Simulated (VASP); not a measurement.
Runs of VASP 6.6.1 on Sn. The structure is that of space group Im-3m (No. 229), or close to it. The cells are those of the table. This isn't the form of Sn at room conditions, which is tetragonal (white tin).

```tsv
level	cell	k mesh	cutoff (eV)	grid for exact exchange (PRECFOCK)	share of exact exchange	gap on the mesh (eV)	pressure (GPa)
r2SCAN	a = 3.303 Å, angles 109.5°, 1 atom	10 × 10 × 10	550	-	-	none	(b)
r2SCAN0	a = 3.282 Å, angles 109.5°, 1 atom	5 × 5 × 5	520	Normal	0.25	none	1.8
r2SCAN50	a = 3.282 Å, angles 109.5°, 1 atom	5 × 5 × 5	520	Normal	0.5	none	(a)
HF	a = 3.282 Å, angles 109.5°, 1 atom	5 × 5 × 5	520	Normal	1	none	7.4
r2SCAN	a = 3.215 Å, angles 109.5°, 1 atom	10 × 10 × 10	550	-	-	none	2.6
```

Alike in all rows: task single point; potentials or basis VASP PAW PBE potentials, release 64 (Sn_d); no spin polarisation; smearing fermi-dirac 0.05 eV.

Question: Fill in the values left out.

Answer: (a) 0.2; (b) -1.6.

Caveats: some runs use coarse meshes; the PAW data sets were made with another functional, which shifts forces and pressure a little; spin-orbit coupling is left out, which moves the levels of the heavy elements.

A k mesh can miss the band edges, and the runs leave out spin-orbit coupling on Sn.

A gap of «none» marks levels without a gap at the run's occupations.
